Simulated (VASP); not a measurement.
# Pd (Fm-3m) in VASP: further runs

Pd is run at these levels: LDA; tasks: single point.

All numbers are computed with VASP 6.6.1; they aren't measurements. Logs are shortened: lines on timing, memory, paths and dates and some standing lists are left out, and cuts for length are marked.

## Step 1: The cell of the first run

Symmetry: Fm-3m, No. 225, cubic system. Conventional cell: a = 3.841 Å, b = 3.841 Å, c = 3.841 Å, α = 90.00°, β = 90.00°, γ = 90.00°. Within 3.6 Å of Pd (site symmetry m-3m) lie 12 Pd at 2.72 Å.

## Step 2: Single point, LDA, collinear spin

Input file INCAR:

```
SYSTEM = Pd
ALGO = Normal ; EDIFF = 1E-7
ENCUT = 520 ; GGA = CA
ISIF = 2 ; ISMEAR = -1
ISPIN = 2 ; LASPH = .TRUE.
LCHARG = .FALSE. ; LMAXMIX = 4
LORBIT = 11 ; LREAL = .FALSE.
LWAVE = .FALSE. ; MAGMOM = 0.5
NBANDS = 15 ; NELM = 150
PREC = Accurate ; SIGMA = 0.05
```

Input file KPOINTS:

```
k-points
0
G
  14 14 14
  0 0 0
```

Input file POSCAR:

```
Pd
1.0
    0.0000000000      1.9202770907      1.9202770907
    1.9202770907      0.0000000000      1.9202770907
    1.9202770907      1.9202770907      0.0000000000
Pd
1
Direct
    0.0000000000      0.0000000000      0.0000000000
```

Potentials or basis: VASP PAW LDA potentials, release 64 (Pd).

Run with:

```
> cat potpaw_LDA.64/Pd/POTCAR > POTCAR
> mpirun -np 1 vasp_std > vasp.out
```

OUTCAR:

```text
SYSTEM = Pd
   EDIFF = 1E-7
   ENCUT = 520
   GGA = CA
   ISIF = 2
   ISMEAR = -1
   ISPIN = 2
   LASPH = .TRUE.
   LORBIT = 11
   LREAL = .FALSE.
   NELM = 150
   PREC = Accurate

 ion  position               nearest neighbor table
   1  0.000  0.000  0.000-

  LATTYP: Found a face centered cubic cell.
 ALAT       =     3.8405541814

  Lattice vectors:

 A1 = (   0.0000000000,   1.9202770907,   1.9202770907)
 A2 = (   1.9202770907,   0.0000000000,   1.9202770907)
 A3 = (   1.9202770907,   1.9202770907,   0.0000000000)

Analysis of symmetry for initial positions (statically):
=====================================================================
 Subroutine PRICEL returns:
 Original cell was already a primitive cell.

 Routine SETGRP: Setting up the symmetry group for a
 face centered cubic supercell.

 Subroutine GETGRP returns: Found 48 space group operations
 (whereof 48 operations were pure point group operations)
 out of a pool of 48 trial point group operations.

The static configuration has the point symmetry O_h .

Analysis of symmetry for dynamics (positions and initial velocities):
=====================================================================
 Subroutine PRICEL returns:
 Original cell was already a primitive cell.

 Routine SETGRP: Setting up the symmetry group for a
 face centered cubic supercell.

 Subroutine GETGRP returns: Found 48 space group operations
 (whereof 48 operations were pure point group operations)
 out of a pool of 48 trial point group operations.

The dynamic configuration has the point symmetry O_h .

Analysis of structural, dynamic, and magnetic symmetry:
=====================================================================
 Subroutine PRICEL returns:
 Original cell was already a primitive cell.

 Routine SETGRP: Setting up the symmetry group for a
 face centered cubic supercell.

 Subroutine GETGRP returns: Found 48 space group operations
 (whereof 48 operations were pure point group operations)
 out of a pool of 48 trial point group operations.

The overall configuration has the point symmetry O_h .

 Subroutine INISYM returns: Found 48 space group operations
 (whereof 48 operations are pure point group operations),
 and found     1 'primitive' translations

----------------------------------------------------------------------------------------

                                     Primitive cell

  volume of cell :      14.1619

  direct lattice vectors                    reciprocal lattice vectors
     0.000000000  1.920277091  1.920277091    -0.260379089  0.260379089  0.260379089
     1.920277091  0.000000000  1.920277091     0.260379089 -0.260379089  0.260379089
     1.920277091  1.920277091  0.000000000     0.260379089  0.260379089 -0.260379089

  length of vectors
     2.715681905  2.715681905  2.715681905     0.450989812  0.450989812  0.450989812

  position of ions in fractional coordinates (direct lattice)
     0.000000000  0.000000000  0.000000000

  ion indices of the primitive-cell ions
   primitive index   ion index
                 1           1

----------------------------------------------------------------------------------------

 KPOINTS: k-points

Automatic generation of k-mesh.
 Grid dimensions read from file:
 generate k-points for:   14   14   14

 Generating k-lattice:

  Cartesian coordinates                     Fractional coordinates (reciprocal lattice)
    -0.018598506  0.018598506  0.018598506     0.071428571  0.000000000  0.000000000
     0.018598506 -0.018598506  0.018598506     0.000000000  0.071428571  0.000000000
     0.018598506  0.018598506 -0.018598506     0.000000000  0.000000000  0.071428571

  Length of vectors
     0.032213558  0.032213558  0.032213558

  Shift w.r.t. Gamma in fractional coordinates (k-lattice)
     0.000000000  0.000000000  0.000000000

 Subroutine IBZKPT returns following result:
 ===========================================

 Found    104 irreducible k-points:

 Following reciprocal coordinates:
            Coordinates               Weight
  0.000000  0.000000  0.000000      1.000000
  0.071429  0.000000  0.000000      8.000000
  0.142857  0.000000  0.000000      8.000000
  0.214286  0.000000  0.000000      8.000000
  0.285714  0.000000  0.000000      8.000000
  0.357143  0.000000  0.000000      8.000000
[... 16 lines left out ...]
  0.214286  0.142857  0.000000     24.000000
  0.285714  0.142857  0.000000     24.000000
 [... further k-points ...]
   k-points           NKPTS =    104   k-points in BZ     NKDIM =    104   number of bands    NBANDS=     15
   number of dos      NEDOS =    301   number of ions     NIONS =      1
   total plane-waves  NPLWV =   8000
   dimension x,y,z NGX =    20 NGY =   20 NGZ =   20
   dimension x,y,z NGXF=    40 NGYF=   40 NGZF=   40
   ions per type =               1
   NGX,Y,Z   is equivalent  to a cutoff of  12.24, 12.24, 12.24 a.u.
   NGXF,Y,Z  is equivalent  to a cutoff of  24.49, 24.49, 24.49 a.u.
 SYSTEM =  Pd
   PREC   = accura    normal or accurate (medium, high low for compatibility)
   ISTART =      0    job   : 0-new  1-cont  2-samecut
   ICHARG =      2    charge: 1-file 2-atom 10-const
   ISPIN  =      2    spin polarized calculation?
   LNONCOLLINEAR =      F non collinear calculations
   LSORBIT =      F    spin-orbit coupling
   LASPH  =      T    aspherical Exc in radial PAW
   ENCUT  =  520.0 eV  38.22 Ry    6.18 a.u.   5.05  5.05  5.05*2*pi/ulx,y,z
   NELM   =    150;   NELMIN=  2; NELMDL= -5     # of ELM steps
   EDIFF  = 0.1E-06   stopping-criterion for ELM
   LREAL  =      F    real-space projection
   EDIFFG = 0.1E-05   stopping-criterion for IOM
   NSW    =      0    number of steps for IOM
   IBRION =     -1    ionic relax: 0-MD 1-quasi-New 2-CG
   NFREE  =      0    steps in history (QN), initial steepest desc. (CG)
   ISIF   =      2    stress and relaxation
   ISYM   =      2    0-nonsym 1-usesym 2-fastsym
   POTIM  = 0.5000    time-step for ionic-motion
   TEBEG  =    0.0;   TEEND  =   0.0 temperature during run
   PSTRESS=    0.0 pullay stress
   NELECT =      10.0000    total number of electrons
   NUPDOWN=      -1.0000    fix difference up-down
   EMIN   =  10.00;   EMAX   =-10.00  energy-range for DOS
   EFERMI =   0.00;   METHOD = LEGACY
   ISMEAR =    -1;   SIGMA  =   0.05  broadening in eV -4-tet -1-fermi 0-gaus
   EFERMI_NEDOS =   21; number of points for ismear=-14 and -15
   IALGO  =     38    algorithm
   IMIX   =      4    mixing-type and parameters
     AMIX     =   0.40;   BMIX     =  1.00
     AMIX_MAG =   1.60;   BMIX_MAG =  1.00
  volume/ion in A,a.u.               =      14.16        95.57
  Fermi-wavevector in a.u.,A,eV,Ry     =   1.457810  2.754861 28.915238  2.125210
  Thomas-Fermi vector in A             =   2.574568
   LORBIT       =     11    0 simple, 1 ext, 2 COOP (PROOUT), +10 PAW based schemes
   GGA     = CA    functional components
   LHFCALC =     F    Hartree Fock is set to
   AEXX    =    0.0000 exact exchange contribution
   IVDW    =     0    specifies the selected vdW correction
   LEPSILON=     F    determine dielectric tensor
   LRPA    =     F    only Hartree local field effects (RPA)
 spin polarized calculation
  energy-cutoff  :      520.00
  volume of cell :       14.16
 maximum number of plane-waves:       392
   NGX =  9   NGY =  9   NGZ =  9

 number of electron      10.0000005 magnetization       0.0003955

 number of electron      10.0000005 magnetization      -0.0001626

 Free energy of the ion-electron system (eV)
  ---------------------------------------------------
  ext. energy  EPLUGINS =         0.00000000
  ---------------------------------------------------
  free energy    TOTEN  =        -6.49437126 eV

  energy without entropy =       -6.47205512  energy(sigma->0) =       -6.48321319

 E-fermi :  10.3021     XC(G=0): -13.7680

 val. band max:       10.2974462152   @ k =   0.5000   0.0714   0.0000
 cond. band min:      10.3062176630   @ k =   0.4286   0.2143   0.0000
 fundamental gap:      0.0087714478
 Fermi energy:        10.3020804209

 spin component 1

 k-point     1 :       0.0000    0.0000    0.0000
  band No.  band energies     occupation
      1       2.7479      1.00000
      2       7.2385      1.00000
      3       7.2385      1.00000
      4       7.2385      1.00000
      5       8.9973      1.00000
      6       8.9973      1.00000
      7      27.4442      0.00000
      8      32.3994      0.00000
      9      32.3994      0.00000
     10      32.3994      0.00000
     11      35.9157      0.00000
     12      38.0394      0.00000
     13      41.6845      0.00000
     14      41.6845      0.00000
     15      41.6845      0.00000

 k-point     2 :       0.0714    0.0000    0.0000
  band No.  band energies     occupation
      1       2.9397      1.00000
      2       7.1680      1.00000
      3       7.3066      1.00000
      4       7.3066      1.00000
      5       8.9640      1.00000
      6       8.9640      1.00000
      7      27.6636      0.00000
      8      31.2553      0.00000
      9      32.6358      0.00000
     10      32.6358      0.00000
     11      35.9401      0.00000
     12      38.7954      0.00000
     13      40.9280      0.00000
     14      41.0992      0.00000
     15      41.0992      0.00000
[... 365 lines left out ...]
      3       7.8200      1.00000
      4       7.9309      1.00000
      5       8.4826      1.00000
      6       9.3496      1.00000
      7      28.3920      0.00000
      8      29.2689      0.00000
      9      31.0008      0.00000
     10      31.8736      0.00000
     11      35.8584      0.00000
     12      37.8314      0.00000
     13      38.9101      0.00000
     14      39.4948      0.00000
     15      42.7396      0.00000

 k-point    24 :       0.2857    0.1429    0.0000
  band No.  band energies     occupation
      1       4.9118      1.00000
      2       6.4145      1.00000
      3       7.5678      1.00000
      4       8.0187      1.00000
      5       9.1275      1.00000
      6       9.6073      1.00000
      7      25.9629      0.00000
      8      29.1120      0.00000
      9      30.4768      0.00000
     10      32.2974      0.00000
     11      35.8441      0.00000
     12      37.3299      0.00000
     13      38.6776      0.00000
     14      39.3399      0.00000
     15      42.7199      0.00000

 [... further k-points ...]

 spin component 2

 k-point     1 :       0.0000    0.0000    0.0000
  band No.  band energies     occupation
      1       2.7479      1.00000
      2       7.2384      1.00000
      3       7.2384      1.00000
      4       7.2384      1.00000
      5       8.9972      1.00000
      6       8.9972      1.00000
      7      27.4441      0.00000
      8      32.3994      0.00000
      9      32.3994      0.00000
     10      32.3994      0.00000
     11      35.9155      0.00000
     12      38.0394      0.00000
     13      41.6844      0.00000
     14      41.6844      0.00000
     15      41.6844      0.00000

 k-point     2 :       0.0714    0.0000    0.0000
  band No.  band energies     occupation
      1       2.9397      1.00000
      2       7.1679      1.00000
      3       7.3065      1.00000
      4       7.3065      1.00000
      5       8.9639      1.00000
      6       8.9639      1.00000
      7      27.6636      0.00000
      8      31.2552      0.00000
      9      32.6358      0.00000
     10      32.6358      0.00000
     11      35.9399      0.00000
     12      38.7954      0.00000
     13      40.9280      0.00000
     14      41.0992      0.00000
     15      41.0992      0.00000
[... 365 lines left out ...]
      3       7.8199      1.00000
      4       7.9308      1.00000
      5       8.4825      1.00000
      6       9.3495      1.00000
      7      28.3920      0.00000
      8      29.2689      0.00000
      9      31.0008      0.00000
     10      31.8735      0.00000
     11      35.8582      0.00000
     12      37.8314      0.00000
     13      38.9101      0.00000
     14      39.4948      0.00000
     15      42.7395      0.00000

 k-point    24 :       0.2857    0.1429    0.0000
  band No.  band energies     occupation
      1       4.9117      1.00000
      2       6.4144      1.00000
      3       7.5677      1.00000
      4       8.0186      1.00000
      5       9.1274      1.00000
      6       9.6072      1.00000
      7      25.9629      0.00000
      8      29.1120      0.00000
      9      30.4768      0.00000
     10      32.2973      0.00000
     11      35.8439      0.00000
     12      37.3298      0.00000
     13      38.6776      0.00000
     14      39.3399      0.00000
     15      42.7199      0.00000

 [... further k-points ...]

------------------------ aborting loop because EDIFF is reached ----------------------------------------

  FORCE on cell =-STRESS in cart. coord.  units (eV):
  Direction    XX          YY          ZZ          XY          YZ          ZX
  --------------------------------------------------------------------------------------
  -------------------------------------------------------------------------------------
  Total        0.0224212      0.0224212      0.0224212     -0.0000000      0.0000000     -0.0000000
  in kB        2.5365786      2.5365786      2.5365786     -0.0000000      0.0000000     -0.0000000
  external PRESSURE =       2.5365786 kB  Pullay stress =       0.0000000 kB

 VOLUME and BASIS-vectors are now :
 -----------------------------------------------------------------------------
  energy-cutoff  :      520.00
  volume of cell :       14.16
      direct lattice vectors                 reciprocal lattice vectors
     0.000000000  1.920277091  1.920277091    -0.260379089  0.260379089  0.260379089
     1.920277091  0.000000000  1.920277091     0.260379089 -0.260379089  0.260379089
     1.920277091  1.920277091  0.000000000     0.260379089  0.260379089 -0.260379089

 POSITION                                       TOTAL-FORCE (eV/Angst)
 -----------------------------------------------------------------------------------
      0.00000      0.00000      0.00000        -0.000000      0.000000      0.000000
 -----------------------------------------------------------------------------------
    total drift:                                0.000000      0.000000      0.000000

  FREE ENERGIE OF THE ION-ELECTRON SYSTEM (eV)
  ---------------------------------------------------
  free  energy   TOTEN  =        -6.4943712627 eV

  energy  without entropy=       -6.4720551237  energy(sigma->0) =       -6.48321319

 total charge

# of ion       s       p       d       tot
------------------------------------------
    1        0.514   0.530   8.484   9.528

 magnetization (x)

# of ion       s       p       d       tot
------------------------------------------
    1       -0.000   0.000  -0.000  -0.000
```

It took 29 s on 1 thread of Intel Xeon 6975P-C (Granite Rapids), shared host; peak memory 0.14 GiB.

Results:

```
Free energy                                           : -6.4944 eV
Pressure                                              : 0.3 GPa
Band gap on the k mesh                                : zero (filled and empty bands overlap)
Net moment                                            : 0.00 μB per cell
Valence electrons inside the program's atomic spheres : Pd 9.53
```

## Step 3: Single point, LDA, collinear spin (12.46 Å³/atom)

This run uses another cell than the first one, of 12.46 Å³/atom.

Input file INCAR:

```
  PREC = Accurate
  ENCUT = 520
  EDIFF = 1E-6
  ISMEAR = -1
  SIGMA = 0.05
  LREAL = F
  LASPH = T
  NELM = 150
  ALGO = Normal
  ISIF = 2
  LWAVE = F
  LCHARG = F
  ISPIN = 2
  MAGMOM = 0.5
  LORBIT = 11
  LMAXMIX = 4
  NBANDS = 15
```

Input file KPOINTS:

```
Automatic mesh
0
Gamma
  23 23 23
```

Input file POSCAR:

```
Pd
1.0
    0.0000000000      1.8401707567      1.8401707567
    1.8401707567      0.0000000000      1.8401707567
    1.8401707567      1.8401707567      0.0000000000
Pd
1
Direct
    0.0000000000      0.0000000000      0.0000000000
```

Potentials or basis: VASP PAW LDA potentials, release 64 (Pd).

Run with:

```
> cat potpaw_LDA.64/Pd/POTCAR > POTCAR
> mpirun -np 1 vasp_std > vasp.out
```

Wall time 66 s (1 thread of Intel Xeon 6975P-C (Granite Rapids), shared host); peak memory 0.2 GiB.

Results (log left out):

| Property | Result |
| --- | --- |
| Free energy | -6.3137 eV |
| Pressure | 40.8 GPa |
| Band gap on the k mesh | zero (filled and empty bands overlap) |
| Net moment | 0.00 μB per cell |
| Valence electrons inside the program's atomic spheres | Pd 9.88 |

Levels at points of the mesh, in eV from the Fermi level:
Spin up:
| k point | band 3 | band 4 | band 5 | band 6 | band 7 | band 8 |
| --- | --- | --- | --- | --- | --- | --- |
| (0.00, 0.00, 0.00) | -3.77 | -3.77 | -1.60 | -1.60 | 17.01 | 22.74 |
Spin down:
| k point | band 1 | band 2 | band 3 | band 4 | band 5 | band 6 | band 7 | band 8 | band 9 | band 10 |
| --- | --- | --- | --- | --- | --- | --- | --- | --- | --- | --- |
| (0.00, 0.00, 0.00) | -8.64 | -3.77 | -3.77 | -3.77 | -1.60 | -1.60 | 17.01 | 22.74 | 22.74 | 22.74 |

Caveat: the cell stands under pressure.

(Part 1 of 2 ends here.)
